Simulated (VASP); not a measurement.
# Au (Cmcm) in VASP: further runs

Runs on Au. Level: r2SCAN. Tasks: single point.

Program: VASP 6.6.1. These are calculated values, not measurements. Logs are shortened: lines on timing, memory, paths and dates and some standing lists are left out, and cuts for length are marked.

**1. The cell of the first run**

It takes space group Cmcm (No. 63, orthorhombic). The conventional cell has a = 2.823 Å, b = 5.112 Å, c = 4.893 Å, α = 90.00°, β = 90.00°, γ = 90.00°. Within 3.7 Å of Au (site symmetry m2m) lie 12 Au at 2.82 to 2.97 Å.

**2. Single point, r2SCAN**

The input, POSCAR:

```
Au
1.0
    1.4113099650     -2.5559330250      0.0000000000
    1.4113099650      2.5559330250      0.0000000000
    0.0000000000      0.0000000000      4.8931696100
Au
2
Direct
    0.6653279700      0.3346720300      0.2500000000
    0.3346720300      0.6653279700      0.7500000000
```

The input, INCAR.step1:

```
SYSTEM = Au
PREC     = Accurate       ! precision mode
ENCUT    = 520            ! plane-wave cutoff, eV
ISMEAR   = 0              ! smearing method
SIGMA    = 0.1            ! smearing width, eV
LREAL    = .False.        ! projectors in reciprocal space
LASPH    = .True.         ! aspherical terms in the spheres
NELM     = 60             ! most SCF steps
NBANDS   = 18             ! bands
GGA      = PE             ! functional
ALGO     = Normal         ! electronic algorithm
EDIFF    = 1E-4           ! SCF threshold, eV
LWAVE    = .True.         ! write WAVECAR
LCHARG   = .False.        ! write CHGCAR
```

The input, INCAR.step2:

```
SYSTEM = Au
PREC     = Accurate       ! precision mode
ENCUT    = 520            ! plane-wave cutoff, eV
EDIFF    = 1E-6           ! SCF threshold, eV
ISMEAR   = 0              ! smearing method
SIGMA    = 0.1            ! smearing width, eV
LREAL    = .False.        ! projectors in reciprocal space
LASPH    = .True.         ! aspherical terms in the spheres
NELM     = 60             ! most SCF steps
ALGO     = Normal         ! electronic algorithm
ISIF     = 2              ! what is computed and relaxed
LWAVE    = .False.        ! write WAVECAR
LCHARG   = .True.         ! write CHGCAR
METAGGA  = R2SCAN         ! meta-GGA
LMIXTAU  = .True.       
LELF     = .True.         ! ELF
LVHAR    = .True.       
NBANDS   = 18             ! bands
ISTART   = 1
```

The input, KPOINTS:

```
regular mesh
0
Gamma
  14 14 8
  0 0 0
```

Potentials or basis: VASP PAW PBE potentials, release 64 (Au).

Launch:

```
$ cat potpaw_PBE.64/Au/POTCAR > POTCAR
$ cp INCAR.step1 INCAR
$ mpirun -np 1 vasp_std > vasp.out
$ cp INCAR.step2 INCAR
$ mpirun -np 1 vasp_std > vasp.out
```

OUTCAR:

```text
SYSTEM = Au
   PREC = Accurate
   ENCUT = 520
   EDIFF = 1E-6
   ISMEAR = 0
   LREAL = .False.
   LASPH = .True.
   NELM = 60
   ISIF = 2
   METAGGA = R2SCAN
   ISTART = 1

 ion  position               nearest neighbor table
   1  0.665  0.335  0.250-   2 2.95   2 2.95   2 2.95   2 2.95   2 2.97   2 2.97
   2  0.335  0.665  0.750-   1 2.95   1 2.95   1 2.95   1 2.95   1 2.97   1 2.97

  LATTYP: Found a base centered orthorhombic cell.
 ALAT       =     2.8226199300
 B/A-ratio  =     1.8110359088
 C/A-ratio  =     1.7335559627

  Lattice vectors:

 A1 = (   1.4113099650,  -2.5559330250,   0.0000000000)
 A2 = (   1.4113099650,   2.5559330250,   0.0000000000)
 A3 = (   0.0000000000,   0.0000000000,   4.8931696100)

Analysis of symmetry for initial positions (statically):
=====================================================================
 Subroutine PRICEL returns:
 Original cell was already a primitive cell.

 Routine SETGRP: Setting up the symmetry group for a
 base centered orthorhombic supercell.

 Subroutine GETGRP returns: Found  8 space group operations
 (whereof  4 operations were pure point group operations)
 out of a pool of  8 trial point group operations.

The static configuration has the point symmetry C_2h.
 The point group associated with its full space group is D_2h.

Analysis of symmetry for dynamics (positions and initial velocities):
=====================================================================
 Subroutine PRICEL returns:
 Original cell was already a primitive cell.

 Routine SETGRP: Setting up the symmetry group for a
 base centered orthorhombic supercell.

 Subroutine GETGRP returns: Found  8 space group operations
 (whereof  4 operations were pure point group operations)
 out of a pool of  8 trial point group operations.

The dynamic configuration has the point symmetry C_2h.
 The point group associated with its full space group is D_2h.

 Subroutine INISYM returns: Found  8 space group operations
 (whereof  4 operations are pure point group operations),
 and found     1 'primitive' translations

----------------------------------------------------------------------------------------

                                     Primitive cell

  volume of cell :      35.3014

  direct lattice vectors                    reciprocal lattice vectors
     1.411309965 -2.555933025  0.000000000     0.354280783 -0.195623279  0.000000000
     1.411309965  2.555933025  0.000000000     0.354280783  0.195623279  0.000000000
     0.000000000  0.000000000  4.893169610     0.000000000  0.000000000  0.204366511
[... 84 lines left out ...]
   EDIFF  = 0.1E-05   stopping-criterion for ELM
   LREAL  =      F    real-space projection
   EDIFFG = 0.1E-04   stopping-criterion for IOM
   NSW    =      0    number of steps for IOM
   IBRION =     -1    ionic relax: 0-MD 1-quasi-New 2-CG
   NFREE  =      0    steps in history (QN), initial steepest desc. (CG)
   ISIF   =      2    stress and relaxation
   ISYM   =      2    0-nonsym 1-usesym 2-fastsym
   POTIM  = 0.5000    time-step for ionic-motion
   TEBEG  =    0.0;   TEEND  =   0.0 temperature during run
   PSTRESS=    0.0 pullay stress
   NELECT =      22.0000    total number of electrons
   NUPDOWN=      -1.0000    fix difference up-down
   EMIN   =  10.00;   EMAX   =-10.00  energy-range for DOS
   EFERMI =   0.00;   METHOD = LEGACY
   ISMEAR =     0;   SIGMA  =   0.10  broadening in eV -4-tet -1-fermi 0-gaus
   EFERMI_NEDOS =   21; number of points for ismear=-14 and -15
   IALGO  =     38    algorithm
   IMIX   =      4    mixing-type and parameters
     AMIX     =   0.40;   BMIX     =  1.00
     AMIX_MAG =   1.60;   BMIX_MAG =  1.00
  volume/ion in A,a.u.               =      17.65       119.11
  Fermi-wavevector in a.u.,A,eV,Ry     =   1.398358  2.642513 26.604898  1.955405
  Thomas-Fermi vector in A             =   2.521524
   LORBIT       =      0    0 simple, 1 ext, 2 COOP (PROOUT), +10 PAW based schemes
   METAGGA = R2SCAN    functional components
   LHFCALC =     F    Hartree Fock is set to
   AEXX    =    0.0000 exact exchange contribution
   IVDW    =     0    specifies the selected vdW correction
   LEPSILON=     F    determine dielectric tensor
   LRPA    =     F    only Hartree local field effects (RPA)
 non-spin polarized calculation
 Gauss-broadening in eV      SIGMA  =   0.10
  energy-cutoff  :      520.00
  volume of cell :       35.30
 maximum number of plane-waves:       970
 NGX is ok and might be reduce to    24
   NGX = 11   NGY = 11   NGZ = 19

 number of electron      21.9999996 magnetization

 Free energy of the ion-electron system (eV)
  ---------------------------------------------------
  ext. energy  EPLUGINS =         0.00000000
  ---------------------------------------------------
  free energy    TOTEN  =      -101.17075518 eV

  energy without entropy =     -101.16770245  energy(sigma->0) =     -101.16922881

 E-fermi :   8.7446     XC(G=0): -13.3749

 val. band max:        8.7373868926   @ k =   0.5000   0.5000   0.2500
 cond. band min:       8.7522528319   @ k =   0.5000   0.0714   0.2500
 fundamental gap:      0.0148659393
 Fermi energy:         8.7445801911

 k-point     1 :       0.0000    0.0000    0.0000
  band No.  band energies     occupation
      1      -0.9591      2.00000
      2       1.3549      2.00000
      3       3.7384      2.00000
      4       3.7940      2.00000
      5       4.1345      2.00000
      6       4.3840      2.00000
[... 481 lines left out ...]
      5       3.8676      2.00000
      6       4.3450      2.00000
[... 10 lines left out ...]
     17      22.8841      0.00000
     18      24.3000      0.00000

 [... further k-points ...]

------------------------ aborting loop because EDIFF is reached ----------------------------------------

  FORCE on cell =-STRESS in cart. coord.  units (eV):
  Direction    XX          YY          ZZ          XY          YZ          ZX
  --------------------------------------------------------------------------------------
  -------------------------------------------------------------------------------------
  Total        0.1089309     -0.0589552     -0.1278467      0.0000000      0.0000000      0.0000000
  in kB        4.9438983     -2.6757175     -5.8024045      0.0000000      0.0000000      0.0000000
  external PRESSURE =      -1.1780746 kB  Pullay stress =       0.0000000 kB

 VOLUME and BASIS-vectors are now :
 -----------------------------------------------------------------------------
  energy-cutoff  :      520.00
  volume of cell :       35.30
      direct lattice vectors                 reciprocal lattice vectors
     1.411309965 -2.555933025  0.000000000     0.354280783 -0.195623279  0.000000000
     1.411309965  2.555933025  0.000000000     0.354280783  0.195623279  0.000000000
     0.000000000  0.000000000  4.893169610     0.000000000  0.000000000  0.204366511

 POSITION                                       TOTAL-FORCE (eV/Angst)
 -----------------------------------------------------------------------------------
      1.41131     -0.84513      1.22329         0.000000      0.007291      0.000000
      1.41131      0.84513      3.66988         0.000000     -0.007291     -0.000000
 -----------------------------------------------------------------------------------
    total drift:                                0.000000      0.000000     -0.000000

  FREE ENERGIE OF THE ION-ELECTRON SYSTEM (eV)
  ---------------------------------------------------
  free  energy   TOTEN  =      -101.1707551833 eV

  energy  without entropy=     -101.1677024452  energy(sigma->0) =     -101.16922881
```

OUTCAR.step1:

```text
SYSTEM = Au
   PREC = Accurate
   ENCUT = 520
   ISMEAR = 0
   LREAL = .False.
   LASPH = .True.
[... 730 lines left out ...]
      1.41131     -0.84513      1.22329         0.000000      0.012577     -0.000000
      1.41131      0.84513      3.66988         0.000000     -0.012577      0.000000
 -----------------------------------------------------------------------------------
    total drift:                                0.000000      0.000000     -0.000000

  FREE ENERGIE OF THE ION-ELECTRON SYSTEM (eV)
  ---------------------------------------------------
  free  energy   TOTEN  =        -6.4154544593 eV

  energy  without entropy=       -6.4121797366  energy(sigma->0) =       -6.41381710
```

OSZICAR.step1:

```text
N       E                     dE             d eps       ncg     rms          rms(c)
DAV:   1     0.123962608546E+03    0.12396E+03   -0.11718E+04 10268   0.118E+03
DAV:   2    -0.483769649981E+01   -0.12880E+03   -0.12297E+03 10922   0.261E+02
DAV:   3    -0.693963423843E+01   -0.21019E+01   -0.20890E+01 11990   0.335E+01
DAV:   4    -0.694877226410E+01   -0.91380E-02   -0.91370E-02 11388   0.233E+00
DAV:   5    -0.694885627640E+01   -0.84012E-04   -0.84012E-04 11338   0.238E-01    0.119E+01
DAV:   6    -0.645200076628E+01    0.49686E+00   -0.94730E-01 10582   0.891E+00    0.773E+00
DAV:   7    -0.641936127130E+01    0.32639E-01   -0.96080E-02 11278   0.282E+00    0.332E+00
DAV:   8    -0.641547334110E+01    0.38879E-02   -0.73254E-03 10712   0.687E-01    0.327E-01
DAV:   9    -0.641545445932E+01    0.18882E-04   -0.26859E-05  6924   0.458E-02
   1 F= -.64154545E+01 E0= -.64138171E+01  d E =-.327472E-02
```

Wall time 5.1 min (1 thread of Intel Xeon 6975P-C, shared host); peak memory 0.28 GiB.

What came out:

```
Free energy            : -101.1708 eV
Pressure               : -0.1 GPa
Largest force          : 0.007 eV/Å
Band gap on the k mesh : zero (band 11 reaches 12.75 eV, above the bottom of band 12 at 6.00 eV)
```

Forces in eV/Å, atoms in the order of the input:
```
Au   0.000  0.007  0.000
Au   0.000 -0.007  0.000
```

Stress tensor (GPa, compression positive):
```
 0.49  0.00  0.00
 0.00 -0.27  0.00
 0.00  0.00 -0.58
```

Caveat: the PAW data sets were made with another functional, which shifts forces and pressure a little; spin-orbit coupling is left out, which moves the levels of the heavy elements.

**3. Single point, r2SCAN**

POSCAR is that of step 2.

The input, INCAR.step1:

```
SYSTEM = Au
PREC = Accurate
ENCUT = 520
ISMEAR = 0
SIGMA = 0.1
LREAL = .False.
LASPH = .True.
NELM = 60
NBANDS = 18
GGA = PE
ALGO = Normal
EDIFF = 1E-4
LWAVE = .True.
LCHARG = .False.
```

The input, INCAR.step2:

```
SYSTEM = Au
PREC = Accurate
ENCUT = 520
EDIFF = 1E-6
ISMEAR = 0
SIGMA = 0.1
LREAL = .False.
LASPH = .True.
NELM = 60
ALGO = Normal
ISIF = 2
LWAVE = .False.
LCHARG = .False.
METAGGA = R2SCAN
LMIXTAU = .True.
NBANDS = 18
ISTART = 1
```

The input, KPOINTS:

```
regular mesh
0
Gamma
  16 16 8
  0 0 0
```

Potentials or basis: VASP PAW PBE potentials, release 64 (Au).

Launch:

```
$ cat potpaw_PBE.64/Au/POTCAR > POTCAR
$ cp INCAR.step1 INCAR
$ mpirun -np 1 vasp_std > vasp.out
$ cp INCAR.step2 INCAR
$ mpirun -np 1 vasp_std > vasp.out
```

It took 6.5 min on 1 thread of Intel Xeon 6975P-C, shared host; peak memory 0.31 GiB.

It converged, with:

- Free energy: -101.1735 eV
- Pressure: -0.1 GPa
- Largest force: 0.013 eV/Å
- Band gap on the k mesh: zero (band 11 reaches 12.99 eV, above the bottom of band 12 at 6.01 eV)

Forces on the atoms (eV/Å):
```
Au   0.000  0.013  0.000
Au   0.000 -0.013  0.000
```

Stress tensor (GPa, compression positive):
```
 0.83  0.00  0.00
 0.00 -0.46  0.00
 0.00  0.00 -0.66
```

Levels at points of the mesh, in eV from the Fermi level:
```csv
k point,band 9,band 10,band 11,band 12,band 13,band 14
"(0.00, 0.00, 0.00)",-3.55,-2.39,-2.32,-0.86,2.47,15.40
"(0.50, 0.00, 0.00)",-1.98,-1.82,0.58,1.82,6.06,7.59
"(0.50, 0.50, 0.00)",-2.07,-1.89,0.28,1.31,5.66,7.08
"(0.00, 0.00, 0.50)",-2.87,-2.87,-2.72,-2.72,10.69,10.69
"(0.50, 0.00, 0.50)",-1.87,-1.87,0.83,0.83,4.20,4.20
"(0.50, 0.50, 0.50)",-1.96,-1.96,0.45,0.45,3.62,3.62
```

Caveat: the PAW data sets were made with another functional, which shifts forces and pressure a little; spin-orbit coupling is left out, which moves the levels of the heavy elements.

**4. Single point, r2SCAN**

POSCAR is that of step 3.

The input, INCAR.step1:

```
SYSTEM = Au
PREC     = Accurate       ! precision mode
ENCUT    = 550            ! plane-wave cutoff, eV
ISMEAR   = 0              ! smearing method
SIGMA    = 0.1            ! smearing width, eV
LREAL    = .FALSE.        ! projectors in reciprocal space
LASPH    = .TRUE.         ! aspherical terms in the spheres
NELM     = 120            ! most SCF steps
NBANDS   = 26             ! bands
GGA      = PE             ! functional
ALGO     = Normal         ! electronic algorithm
EDIFF    = 1E-5           ! SCF threshold, eV
LWAVE    = .TRUE.         ! write WAVECAR
LCHARG   = .FALSE.        ! write CHGCAR
GGA_COMPAT= .FALSE.
```

The input, INCAR.step2:

```
SYSTEM = Au
PREC     = Accurate       ! precision mode
ENCUT    = 550            ! plane-wave cutoff, eV
EDIFF    = 1E-6           ! SCF threshold, eV
ISMEAR   = 0              ! smearing method
SIGMA    = 0.1            ! smearing width, eV
LREAL    = .FALSE.        ! projectors in reciprocal space
LASPH    = .TRUE.         ! aspherical terms in the spheres
NELM     = 120            ! most SCF steps
ALGO     = Normal         ! electronic algorithm
ISIF     = 2              ! what is computed and relaxed
LWAVE    = .FALSE.        ! write WAVECAR
LCHARG   = .FALSE.        ! write CHGCAR
METAGGA  = R2SCAN         ! meta-GGA
LMIXTAU  = .TRUE.       
NBANDS   = 26             ! bands
ISTART   = 1            
GGA_COMPAT= .FALSE.
```

The input, KPOINTS:

```
Automatic mesh
0
G
  1 1 1
  0 0 0
```

Potentials or basis: VASP PAW PBE potentials, release 64 (Au_sv_GW).

Launch:

```
$ cat potpaw_PBE.64/Au_sv_GW/POTCAR > POTCAR
$ cp INCAR.step1 INCAR
$ mpirun -np 1 vasp_gam > vasp.out
$ cp INCAR.step2 INCAR
$ mpirun -np 1 vasp_gam > vasp.out
```

It took 15 s on 1 thread of AMD EPYC 9R45 (Zen 5), shared host; peak memory 0.13 GiB.

It converged, with:

| Item | Value |
| --- | --- |
| Free energy | -109.0793 eV |
| Pressure | -15.6 GPa |
| Largest force | 0.273 eV/Å |
| Band gap on the k mesh | 1.07 eV |

Forces in eV/Å, atoms in the order of the input:
```
Au   0.000 -0.273  0.000
Au   0.000  0.273  0.000
```

Stress tensor (GPa, compression positive):
```
 -0.54   0.00   0.00
  0.00 -22.30   0.00
  0.00   0.00 -23.90
```

Levels at points of the mesh, in eV from the valence-band top:
```
           k point  band 16  band 17  band 18  band 19  band 20  band 21  band 22  band 23
(0.00, 0.00, 0.00)    -1.30    -1.28    -0.11     0.00     1.07     4.48    17.90    18.45
```

Caveat: the k points lie up to 2.54 Å⁻¹ apart; the PAW data sets were made with another functional, which shifts forces and pressure a little; spin-orbit coupling is left out, which moves the levels of the heavy elements. A k mesh can miss the band edges.

**5. The runs side by side**

```tsv
potentials or basis	k mesh	cutoff (eV)	second run	gap on the mesh (eV)	pressure (GPa)	largest force (eV/Å)
VASP PAW PBE potentials, release 64 (Au)	14 × 14 × 8	520	-	none	-0.1	0.01
VASP PAW PBE potentials, release 64 (Au)	16 × 16 × 8	520	-	none	-0.1	0.01
VASP PAW PBE potentials, release 64 (Au_sv_GW)	1 × 1 × 1	550	valence_matched	1.07	-15.6	0.27
```

Alike in all rows: task single point; level r2SCAN; no spin polarisation; cell as given; smearing gaussian 0.1 eV.

Caveats: some runs use coarse meshes; the PAW data sets were made with another functional, which shifts forces and pressure a little; spin-orbit coupling is left out, which moves the levels of the heavy elements.

Absolute energies hang on the potentials; compare differences alone.
